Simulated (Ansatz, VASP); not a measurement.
**CdSe in VASP and in Ansatz**

```
Cd Se
1.0
     0.00000    2.96532    3.06778
     2.96532    0.00000    3.06778
     2.96532    2.96532    0.00000
Cd Se
1 1
Direct
  0.00000 0.00000 0.00000
  0.25000 0.25000 0.25000
```

Change from the starting cell: biaxial_xy strain -3.3%.

Alike in both runs: task single point; functional r2SCAN; k mesh 8 × 8 × 8; no spin polarisation.

|  | VASP | Ansatz |
| --- | --- | --- |
| version | VASP 6.6.1 | Ansatz 0.2.0 |
| potentials or method | VASP PAW PBE potentials, release 64 (Cd, Se) | plane waves, PAW |
| plane-wave cutoff (eV) | 520 | 500 |
| occupations | gaussian, width 0.01 eV | fixed |
| valence electrons in the cell | 18 | 36 |

Ansatz gave:

```
gap on the k mesh at the Fermi level (eV)                     : 1.15
pressure (GPa)                                                : 4.0
traceless stress, the component that is largest in VASP (GPa) : -0.32
```

Problem. Which values does VASP return?

Solution. gap on the k mesh at the Fermi level (eV): 1.14; pressure (GPa): 4.3; traceless stress, the component that is largest in VASP (GPa): -0.32.

VASP's potentials were made for PBE, not for r2SCAN. VASP's potentials hold 18 valence electrons a cell and Ansatz's 36, so a difference there can come from the potentials and not from the codes.
